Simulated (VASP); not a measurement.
# BP (I-4m2) in VASP: notebook, part 2 of 2

VASP 6.6.1. The steps go on from the part before.

## Step 3: Single point, r2SCAN (strain -0.0050 x Voigt [1, 1, 0, 0, 0, 0])

Input file POSCAR:

```
BP
1.0
    0.0000000000      2.2576550000      2.2690000000
    2.2576550000      0.0000000000      2.2690000000
    2.2576550000      2.2576550000      0.0000000000
B P
1 1
Direct
    0.0000000000      0.0000000000      0.0000000000
    0.7500000000      0.7500000000      0.7500000000
```

Input file INCAR.step1:

```
PREC = Accurate
ENCUT = 520
ISMEAR = 0
SIGMA = 0.05
LREAL = False
LASPH = True
NELM = 100
NBANDS = 11
GGA = PE
ALGO = Normal
EDIFF = 1E-4
LWAVE = True
LCHARG = False
```

Input file INCAR.step2:

```
PREC = Accurate
ENCUT = 520
EDIFF = 1E-7
ISMEAR = 0
SIGMA = 0.05
LREAL = False
LASPH = True
NELM = 100
ALGO = Normal
ISIF = 2
LWAVE = False
LCHARG = False
METAGGA = R2SCAN
LMIXTAU = True
NBANDS = 11
ISTART = 1
```

Input file KPOINTS:

```
Automatic mesh
0
Gamma
  10 10 10
```

Potentials or basis: VASP PAW PBE potentials, release 64 (B, P).

Run with:

```
> cat potpaw_PBE.64/B/POTCAR potpaw_PBE.64/P/POTCAR > POTCAR
> cp INCAR.step1 INCAR
> mpirun -np 1 vasp_std > vasp.out
> cp INCAR.step2 INCAR
> mpirun -np 1 vasp_std > vasp.out
```

It took 29 s on 1 thread of Intel Xeon 6975P-C (Granite Rapids), shared host; peak memory 0.14 GiB.

It converged, with:

| Quantity | Value |
| --- | --- |
| Free energy | -17.3105 eV |
| Pressure | 1.0 GPa |
| Band gap on the k mesh | 1.39 eV, indirect (least direct gap 3.63 eV) |

Stress tensor (GPa, compression positive):
```
1.54 0.00 0.00
0.00 1.54 0.00
0.00 0.00 0.06
```

Levels at points of the mesh, in eV from the valence-band top:
```
           k point  band 1  band 2  band 3  band 4  band 5  band 6  band 7  band 8  band 9
(0.00, 0.00, 0.00)  -16.37   -0.05    0.00    0.00    3.63    3.63    3.66    8.15   12.46
(0.50, 0.00, 0.00)  -12.84   -9.59   -1.93   -1.86    4.18    5.00    5.04   10.94   15.50
(0.50, 0.50, 0.00)  -11.19   -9.23   -4.36   -4.36    1.54    1.93   13.15   13.15   16.47
(0.50, 0.00, 0.50)  -11.14   -9.18   -4.42   -4.41    1.48    1.86   13.08   13.20   16.52
```

Caveat: the cell differs from its parent crystal (strain -0.0050 x Voigt [1, 1, 0, 0, 0, 0]); the PAW data sets were made with another functional, which shifts forces and pressure a little. A k mesh can miss the band edges.

## Step 4: Single point, r2SCAN (strain +0.0050 x Voigt [1, 1, 0, 0, 0, 0])

Input file POSCAR:

```
BP
1.0
    0.0000000000      2.2803450000      2.2690000000
    2.2803450000      0.0000000000      2.2690000000
    2.2803450000      2.2803450000      0.0000000000
B P
1 1
Direct
    0.0000000000      0.0000000000      0.0000000000
    0.7500000000      0.7500000000      0.7500000000
```

Input file INCAR.step1:

```
PREC = Accurate ; ENCUT = 520
ISMEAR = 0 ; SIGMA = 0.05
LREAL = False ; LASPH = True
NELM = 80 ; NBANDS = 11
GGA = PE ; ALGO = Normal
EDIFF = 1E-4 ; LWAVE = True
LCHARG = False
```

Input file INCAR.step2:

```
PREC = Accurate ; ENCUT = 520
EDIFF = 1E-7 ; ISMEAR = 0
SIGMA = 0.05 ; LREAL = False
LASPH = True ; NELM = 80
ALGO = Normal ; ISIF = 2
LWAVE = False ; LCHARG = True
METAGGA = R2SCAN ; LMIXTAU = True
LELF = True ; LVHAR = True
NBANDS = 11 ; ISTART = 1
```

KPOINTS is that of step 3.

Run with:

```
> cat potpaw_PBE.64/B/POTCAR potpaw_PBE.64/P/POTCAR > POTCAR
> cp INCAR.step1 INCAR
> mpirun -np 1 vasp_std > vasp.out
> cp INCAR.step2 INCAR
> mpirun -np 1 vasp_std > vasp.out
```

Wall time 34 s (1 thread of Intel Xeon 6975P-C (Granite Rapids), shared host); peak memory 0.15 GiB.

Results (log left out):

```yaml
Free_energy: -17.3089 eV
Pressure: -2.3 GPa
Band_gap_on_the_k_mesh: 1.38 eV, indirect (least direct gap 3.57 eV)
```

Stress tensor (GPa, compression positive):
```
-2.78  0.00  0.00
 0.00 -2.78  0.00
 0.00  0.00 -1.36
```

Levels at points of the mesh, in eV from the valence-band top:
```
           k point  band 2  band 3  band 4  band 5  band 6  band 7
(0.00, 0.00, 0.00)   -0.05   -0.05    0.00    3.57    3.60    3.60
(0.50, 0.00, 0.00)   -9.46   -1.92   -1.85    4.04    4.96    5.02
(0.50, 0.50, 0.00)   -9.08   -4.38   -4.38    1.49    1.83   12.93
(0.50, 0.00, 0.50)   -9.12   -4.33   -4.32    1.54    1.91   12.88
```

Caveat: the cell differs from its parent crystal (strain +0.0050 x Voigt [1, 1, 0, 0, 0, 0]); the PAW data sets were made with another functional, which shifts forces and pressure a little. A k mesh can miss the band edges.

## Step 5: Single point, r2SCAN (strain +0.0150 x Voigt [1, 1, 0, 0, 0, 0])

Input file POSCAR:

```
BP
1.0
    0.0000000000      2.3030350000      2.2690000000
    2.3030350000      0.0000000000      2.2690000000
    2.3030350000      2.3030350000      0.0000000000
B P
1 1
Direct
    0.0000000000      0.0000000000      0.0000000000
    0.7500000000      0.7500000000      0.7500000000
```

Input file INCAR.step1:

```
ALGO = Normal ; EDIFF = 1E-4
ENCUT = 520 ; GGA = PE
ISMEAR = 0 ; LASPH = True
LCHARG = False ; LREAL = False
LWAVE = True ; NBANDS = 11
NELM = 60 ; PREC = Accurate
SIGMA = 0.05
```

Input file INCAR.step2:

```
ALGO = Normal ; EDIFF = 1E-7
ENCUT = 520 ; ISIF = 2
ISMEAR = 0 ; ISTART = 1
LASPH = True ; LCHARG = False
LMIXTAU = True ; LREAL = False
LWAVE = False ; METAGGA = R2SCAN
NBANDS = 11 ; NELM = 60
PREC = Accurate ; SIGMA = 0.05
```

Input file KPOINTS:

```
k-points
0
Gamma
  10 10 10
```

Run with:

```
> cat potpaw_PBE.64/B/POTCAR potpaw_PBE.64/P/POTCAR > POTCAR
> cp INCAR.step1 INCAR
> mpirun -np 1 vasp_std > vasp.out
> cp INCAR.step2 INCAR
> mpirun -np 1 vasp_std > vasp.out
```

Run time: 31 s. Hardware: 1 thread of Intel Xeon 6975P-C (Granite Rapids), shared host; peak memory 0.15 GiB.

Results (log left out):

- Free energy: -17.2950 eV
- Pressure: -5.4 GPa
- Band gap on the k mesh: 1.25 eV, indirect (least direct gap 3.44 eV)

Stress tensor (GPa, compression positive):
```
-6.76  0.00  0.00
 0.00 -6.76  0.00
 0.00  0.00 -2.66
```

Levels at points of the mesh, in eV from the valence-band top:
```
           k point  band 1  band 2  band 3  band 4  band 5  band 6  band 7  band 8  band 9
(0.00, 0.00, 0.00)  -16.09   -0.15   -0.15    0.00    3.44    3.53    3.53    7.43   12.08
(0.50, 0.00, 0.00)  -12.71   -9.38   -2.02   -1.83    3.82    4.84    5.01   10.71   15.03
(0.50, 0.50, 0.00)  -10.99   -8.98   -4.44   -4.44    1.38    1.69   12.67   12.67   16.02
(0.50, 0.00, 0.50)  -11.14   -9.11   -4.29   -4.26    1.56    1.91   12.51   12.82   15.83
```

Caveat: the cell differs from its parent crystal (strain +0.0150 x Voigt [1, 1, 0, 0, 0, 0]); the PAW data sets were made with another functional, which shifts forces and pressure a little.

## Step 6: The runs side by side

```csv
cell,gap on the mesh (eV),pressure (GPa)
"a = 3.193, b = 3.193, c = 3.177 Å, angles 60.2, 60.2, 59.7°, 2 atoms",1.34,2.8
"a = 3.201, b = 3.201, c = 3.193 Å, angles 60.1, 60.1, 59.8°, 2 atoms",1.39,1.0
"a = 3.217, b = 3.217, c = 3.225 Å, angles 59.9, 59.9, 60.2°, 2 atoms",1.38,-2.3
"a = 3.233, b = 3.233, c = 3.257 Å, angles 59.8, 59.8, 60.5°, 2 atoms",1.25,-5.4
```

Alike in all rows: task single point; level r2SCAN; potentials or basis VASP PAW PBE potentials, release 64 (B, P); no spin polarisation; k mesh 10 × 10 × 10; cutoff (eV) 520; smearing gaussian 0.05 eV.

Caveats: the PAW data sets were made with another functional, which shifts forces and pressure a little.

Total energies depend on the potentials used, so only differences within one code and one set of settings carry meaning.
